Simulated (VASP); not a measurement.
# Pt (P6_3/mmc) in VASP: a series of runs

The runs below take Pt through single point, with PBEsol.

Program: VASP 6.6.1. These are calculated values, not measurements. Logs are shortened: lines on timing, memory, paths and dates and some standing lists are left out, and cuts for length are marked.

**1. The cell of the first run**

The structure is hexagonal, space group P6_3/mmc (No. 194). Conventional cell: a = 2.916 Å, b = 2.916 Å, c = 4.864 Å, α = 90.00°, β = 90.00°, γ = 120.00°. Within 3.8 Å of Pt (site symmetry -6m2) lie 12 Pt at 2.92 to 2.96 Å.

This isn't the form of Pt at room conditions, which is fcc.

**2. Single point, PBEsol**

The input, INCAR:

```
SYSTEM = Pt
PREC     = Accurate       ! precision mode
ENCUT    = 520            ! plane-wave cutoff, eV
EDIFF    = 1E-6           ! SCF threshold, eV
ISMEAR   = 0              ! smearing method
SIGMA    = 0.15           ! smearing width, eV
LREAL    = .False.        ! projectors in reciprocal space
LASPH    = .True.         ! aspherical terms in the spheres
NELM     = 80             ! most SCF steps
ALGO     = Normal         ! electronic algorithm
ISIF     = 2              ! what is computed and relaxed
LWAVE    = .False.        ! write WAVECAR
LCHARG   = .False.        ! write CHGCAR
GGA      = PS             ! functional
NBANDS   = 17             ! bands
```

The input, KPOINTS:

```
regular mesh
0
Gamma
  18 18 10
  0 0 0
```

The input, POSCAR:

```
Pt
1.0
    2.9160000000      0.0000000000      0.0000000000
   -1.4580000000      2.5253300774      0.0000000000
    0.0000000000      0.0000000000      4.8638000000
Pt
2
Direct
    0.6666666667      0.3333333333      0.7500000000
    0.3333333333      0.6666666667      0.2500000000
```

Potentials or basis: VASP PAW PBE potentials, release 64 (Pt).

Started as:

```bash
cat potpaw_PBE.64/Pt/POTCAR > POTCAR
mpirun -np 1 vasp_std > vasp.out
```

OUTCAR:

```text
SYSTEM = Pt
   PREC = Accurate
   ENCUT = 520
   EDIFF = 1E-6
   ISMEAR = 0
   LREAL = .False.
   LASPH = .True.
   NELM = 80
   ISIF = 2
   GGA = PS

 ion  position               nearest neighbor table
   1  0.667  0.333  0.750-   2 2.96   2 2.96   2 2.96   2 2.96   2 2.96   2 2.96
   2  0.333  0.667  0.250-   1 2.96   1 2.96   1 2.96   1 2.96   1 2.96   1 2.96

  LATTYP: Found a hexagonal cell.
 ALAT       =     2.9160000000
 C/A-ratio  =     1.6679698217

  Lattice vectors:

 A1 = (   2.9160000000,   0.0000000000,   0.0000000000)
 A2 = (  -1.4580000000,   2.5253300774,   0.0000000000)
 A3 = (   0.0000000000,   0.0000000000,   4.8638000000)

Analysis of symmetry for initial positions (statically):
=====================================================================
 Subroutine PRICEL returns:
 Original cell was already a primitive cell.

 Routine SETGRP: Setting up the symmetry group for a
 hexagonal supercell.

 Subroutine GETGRP returns: Found 24 space group operations
 (whereof 12 operations were pure point group operations)
 out of a pool of 24 trial point group operations.

The static configuration has the point symmetry D_3d.
 The point group associated with its full space group is D_6h.

Analysis of symmetry for dynamics (positions and initial velocities):
=====================================================================
 Subroutine PRICEL returns:
 Original cell was already a primitive cell.

 Routine SETGRP: Setting up the symmetry group for a
 hexagonal supercell.

 Subroutine GETGRP returns: Found 24 space group operations
 (whereof 12 operations were pure point group operations)
 out of a pool of 24 trial point group operations.

The dynamic configuration has the point symmetry D_3d.
 The point group associated with its full space group is D_6h.

 Subroutine INISYM returns: Found 24 space group operations
 (whereof 12 operations are pure point group operations),
 and found     1 'primitive' translations

----------------------------------------------------------------------------------------

                                     Primitive cell

  volume of cell :      35.8164

  direct lattice vectors                    reciprocal lattice vectors
     2.916000000  0.000000000  0.000000000     0.342935528  0.197993919  0.000000000
    -1.458000000  2.525330077  0.000000000     0.000000000  0.395987839  0.000000000
     0.000000000  0.000000000  4.863800000     0.000000000  0.000000000  0.205600559

  length of vectors
     2.916000000  2.916000000  4.863800000     0.395987839  0.395987839  0.205600559

  position of ions in fractional coordinates (direct lattice)
     0.666666667  0.333333333  0.750000000
     0.333333333  0.666666667  0.250000000

  ion indices of the primitive-cell ions
   primitive index   ion index
                 1           1
                 2           2

----------------------------------------------------------------------------------------

 KPOINTS: regular mesh

Automatic generation of k-mesh.
 Grid dimensions read from file:
 generate k-points for:   18   18   10

 Generating k-lattice:

  Cartesian coordinates                     Fractional coordinates (reciprocal lattice)
     0.019051974  0.010999662  0.000000000     0.055555556  0.000000000  0.000000000
     0.000000000  0.021999324  0.000000000     0.000000000  0.055555556  0.000000000
     0.000000000  0.000000000  0.020560056     0.000000000  0.000000000  0.100000000

  Length of vectors
     0.021999324  0.021999324  0.020560056

  Shift w.r.t. Gamma in fractional coordinates (k-lattice)
     0.000000000  0.000000000  0.000000000

 Subroutine IBZKPT returns following result:
 ===========================================

 Found    222 irreducible k-points:

 Following reciprocal coordinates:
            Coordinates               Weight
  0.000000  0.000000  0.000000      1.000000
  0.055556 -0.000000  0.000000      6.000000
  0.111111 -0.000000  0.000000      6.000000
  0.166667 -0.000000  0.000000      6.000000
  0.222222 -0.000000  0.000000      6.000000
  0.277778  0.000000  0.000000      6.000000
[... 16 lines left out ...]
  0.333333  0.111111  0.000000     12.000000
  0.388889  0.111111  0.000000     12.000000
 [... further k-points ...]
   k-points           NKPTS =    222   k-points in BZ     NKDIM =    222   number of bands    NBANDS=     17
   number of dos      NEDOS =    301   number of ions     NIONS =      2
   total plane-waves  NPLWV =  20736
   dimension x,y,z NGX =    24 NGY =   24 NGZ =   36
   dimension x,y,z NGXF=    48 NGYF=   48 NGZF=   72
   ions per type =               2
   NGX,Y,Z   is equivalent  to a cutoff of  13.68, 13.68, 12.30 a.u.
   NGXF,Y,Z  is equivalent  to a cutoff of  27.37, 27.37, 24.61 a.u.
 SYSTEM =  Pt
   PREC   = accura    normal or accurate (medium, high low for compatibility)
   ISTART =      0    job   : 0-new  1-cont  2-samecut
   ICHARG =      2    charge: 1-file 2-atom 10-const
   ISPIN  =      1    spin polarized calculation?
   LNONCOLLINEAR =      F non collinear calculations
   LSORBIT =      F    spin-orbit coupling
   LASPH  =      T    aspherical Exc in radial PAW
   ENCUT  =  520.0 eV  38.22 Ry    6.18 a.u.   5.42  5.42  9.04*2*pi/ulx,y,z
   NELM   =     80;   NELMIN=  2; NELMDL= -5     # of ELM steps
   EDIFF  = 0.1E-05   stopping-criterion for ELM
   LREAL  =      F    real-space projection
   EDIFFG = 0.1E-04   stopping-criterion for IOM
   NSW    =      0    number of steps for IOM
   IBRION =     -1    ionic relax: 0-MD 1-quasi-New 2-CG
   NFREE  =      0    steps in history (QN), initial steepest desc. (CG)
   ISIF   =      2    stress and relaxation
   ISYM   =      2    0-nonsym 1-usesym 2-fastsym
   POTIM  = 0.5000    time-step for ionic-motion
   TEBEG  =    0.0;   TEEND  =   0.0 temperature during run
   PSTRESS=    0.0 pullay stress
   NELECT =      20.0000    total number of electrons
   NUPDOWN=      -1.0000    fix difference up-down
   EMIN   =  10.00;   EMAX   =-10.00  energy-range for DOS
   EFERMI =   0.00;   METHOD = LEGACY
   ISMEAR =     0;   SIGMA  =   0.15  broadening in eV -4-tet -1-fermi 0-gaus
   EFERMI_NEDOS =   21; number of points for ismear=-14 and -15
   IALGO  =     38    algorithm
   IMIX   =      4    mixing-type and parameters
     AMIX     =   0.40;   BMIX     =  1.00
     AMIX_MAG =   1.60;   BMIX_MAG =  1.00
  volume/ion in A,a.u.               =      17.91       120.85
  Fermi-wavevector in a.u.,A,eV,Ry     =   1.348107  2.547553 24.727127  1.817393
  Thomas-Fermi vector in A             =   2.475803
   LORBIT       =      0    0 simple, 1 ext, 2 COOP (PROOUT), +10 PAW based schemes
   GGA     = PS    functional components
   LHFCALC =     F    Hartree Fock is set to
   AEXX    =    0.0000 exact exchange contribution
   IVDW    =     0    specifies the selected vdW correction
   LEPSILON=     F    determine dielectric tensor
   LRPA    =     F    only Hartree local field effects (RPA)
 non-spin polarized calculation
 Gauss-broadening in eV      SIGMA  =   0.15
  energy-cutoff  :      520.00
  volume of cell :       35.82
 maximum number of plane-waves:       996
 NGX is ok and might be reduce to    24
   NGX = 11   NGY = 11   NGZ = 19

 number of electron      19.9999998 magnetization

 Free energy of the ion-electron system (eV)
  ---------------------------------------------------
  ext. energy  EPLUGINS =         0.00000000
  ---------------------------------------------------
  free energy    TOTEN  =       -13.17143651 eV

  energy without entropy =      -13.11080949  energy(sigma->0) =      -13.14112300

 E-fermi :   8.0746     XC(G=0): -12.6275

 val. band max:        8.0693752963   @ k =   0.3333   0.1111   0.5000
 cond. band min:       8.0763690654   @ k =   0.3889   0.2222   0.4000
 fundamental gap:      0.0069937691
 Fermi energy:         8.0745845017

 k-point     1 :       0.0000    0.0000    0.0000
  band No.  band energies     occupation
      1      -0.4122      2.00000
      2       2.2718      2.00000
      3       5.0903      2.00000
      4       5.3128      2.00000
      5       5.3128      2.00000
      6       5.6567      2.00000
[... 9 lines left out ...]
     16      25.2628      0.00000
     17      27.1133      0.00000

 k-point     2 :       0.0556   -0.0000    0.0000
  band No.  band energies     occupation
      1      -0.3163      2.00000
      2       2.3554      2.00000
      3       5.0302      2.00000
      4       5.3621      2.00000
      5       5.3805      2.00000
      6       5.6164      2.00000
[... 9 lines left out ...]
     16      25.2398      0.00000
     17      26.5798      0.00000

 k-point     3 :       0.1111   -0.0000    0.0000
  band No.  band energies     occupation
      1      -0.0346      2.00000
      2       2.5920      2.00000
      3       4.8841      2.00000
      4       5.4353      2.00000
      5       5.5696      2.00000
      6       5.5801      2.00000
[... 9 lines left out ...]
     16      24.8057      0.00000
     17      25.4948      0.00000

 k-point     4 :       0.1667   -0.0000    0.0000
  band No.  band energies     occupation
      1       0.4139      2.00000
      2       2.9265      2.00000
      3       4.7194      2.00000
      4       5.3038      2.00000
      5       5.4145      2.00000
      6       5.7804      2.00000
[... 9 lines left out ...]
     16      24.8105      0.00000
     17      25.1538      0.00000

 k-point     5 :       0.2222   -0.0000    0.0000
  band No.  band energies     occupation
      1       0.9898      2.00000
      2       3.2241      2.00000
      3       4.6574      2.00000
      4       4.8442      2.00000
      5       5.1599      2.00000
      6       5.8855      2.00000
[... 9 lines left out ...]
     16      24.4659      0.00000
     17      25.4479      0.00000

 k-point     6 :       0.2778    0.0000    0.0000
  band No.  band energies     occupation
      1       1.6206      2.00000
      2       3.3053      2.00000
      3       4.3551      2.00000
      4       4.7955      2.00000
      5       5.1461      2.00000
      6       5.7089      2.00000
[... 9 lines left out ...]
     16      23.4942      0.00000
     17      24.1126      0.00000

 k-point     7 :       0.3333    0.0000    0.0000
  band No.  band energies     occupation
      1       2.1872      2.00000
      2       3.2040      2.00000
      3       3.9659      2.00000
      4       4.9805      2.00000
      5       5.4024      2.00000
      6       5.5553      2.00000
[... 9 lines left out ...]
     16      21.7774      0.00000
     17      22.6024      0.00000

 k-point     8 :       0.3889    0.0000    0.0000
  band No.  band energies     occupation
      1       2.5686      2.00000
      2       3.0620      2.00000
      3       3.6841      2.00000
      4       5.2570      2.00000
      5       5.4372      2.00000
      6       5.6053      2.00000
[... 9 lines left out ...]
     16      19.8866      0.00000
     17      21.7982      0.00000
[... 203 lines left out ...]
      1       0.6763      2.00000
      2       3.1309      2.00000
      3       4.5720      2.00000
      4       5.2071      2.00000
      5       5.2898      2.00000
      6       5.7459      2.00000
[... 9 lines left out ...]
     16      25.3224      0.00000
     17      25.5441      0.00000

 k-point    20 :       0.1667    0.1111    0.0000
  band No.  band energies     occupation
      1       1.2436      2.00000
      2       3.4562      2.00000
      3       4.4211      2.00000
      4       4.7303      2.00000
      5       5.1864      2.00000
      6       5.5633      2.00000
[... 9 lines left out ...]
     16      24.4094      0.00000
     17      25.7423      0.00000

 k-point    21 :       0.2222    0.1111    0.0000
  band No.  band energies     occupation
      1       1.8750      2.00000
      2       3.5681      2.00000
      3       4.3050      2.00000
      4       4.4765      2.00000
      5       5.1852      2.00000
      6       5.4025      2.00000
[... 9 lines left out ...]
     16      23.5606      0.00000
     17      24.4089      0.00000

 k-point    22 :       0.2778    0.1111    0.0000
  band No.  band energies     occupation
      1       2.4540      2.00000
      2       3.4541      2.00000
      3       3.9593      2.00000
      4       4.7085      2.00000
      5       5.2930      2.00000
      6       5.3705      2.00000
[... 9 lines left out ...]
     16      22.3631      0.00000
     17      22.7671      0.00000

 k-point    23 :       0.3333    0.1111    0.0000
  band No.  band energies     occupation
      1       2.8442      2.00000
      2       3.3031      2.00000
      3       3.7061      2.00000
      4       5.0335      2.00000
      5       5.2383      2.00000
      6       5.6347      2.00000
[... 9 lines left out ...]
     16      20.5251      0.00000
     17      21.9995      0.00000

 k-point    24 :       0.3889    0.1111    0.0000
  band No.  band energies     occupation
      1       3.0246      2.00000
      2       3.1916      2.00000
      3       3.5520      2.00000
      4       5.2335      2.00000
      5       5.3927      2.00000
      6       5.5219      2.00000
[... 9 lines left out ...]
     16      19.1928      0.00000
     17      21.3245      0.00000

 [... further k-points ...]

------------------------ aborting loop because EDIFF is reached ----------------------------------------

  FORCE on cell =-STRESS in cart. coord.  units (eV):
  Direction    XX          YY          ZZ          XY          YZ          ZX
  --------------------------------------------------------------------------------------
  -------------------------------------------------------------------------------------
  Total       -7.1210401     -7.1210401     -6.0873550     -0.0000000      0.0000000      0.0000000
  in kB     -318.5463496   -318.5463496   -272.3063908     -0.0000000      0.0000000      0.0000000
  external PRESSURE =    -303.1330300 kB  Pullay stress =       0.0000000 kB

 VOLUME and BASIS-vectors are now :
 -----------------------------------------------------------------------------
  energy-cutoff  :      520.00
  volume of cell :       35.82
      direct lattice vectors                 reciprocal lattice vectors
     2.916000000  0.000000000  0.000000000     0.342935528  0.197993919  0.000000000
    -1.458000000  2.525330077  0.000000000     0.000000000  0.395987839  0.000000000
     0.000000000  0.000000000  4.863800000     0.000000000  0.000000000  0.205600559

 POSITION                                       TOTAL-FORCE (eV/Angst)
 -----------------------------------------------------------------------------------
      1.45800      0.84178      3.64785         0.000000      0.000000      0.000000
     -0.00000      1.68355      1.21595        -0.000000      0.000000      0.000000
 -----------------------------------------------------------------------------------
    total drift:                                0.000000     -0.000000      0.000000

  FREE ENERGIE OF THE ION-ELECTRON SYSTEM (eV)
  ---------------------------------------------------
  free  energy   TOTEN  =       -13.1714365062 eV

  energy  without entropy=      -13.1108094906  energy(sigma->0) =      -13.14112300
```

It took 60 s on 1 thread of Intel Xeon 8259CL, shared host; peak memory 0.24 GiB.

Results:

```yaml
Free_energy: -13.1714 eV
Pressure: -30.3 GPa
Band_gap_on_the_k_mesh: zero (bands 10 and 11 overlap by 0.96 eV)
```

Caveat: the cell stands under tension; the PAW data sets were made with another functional, which shifts forces and pressure a little; spin-orbit coupling is left out, which moves the levels of the heavy elements.

(Continued in part 2 of 2.)
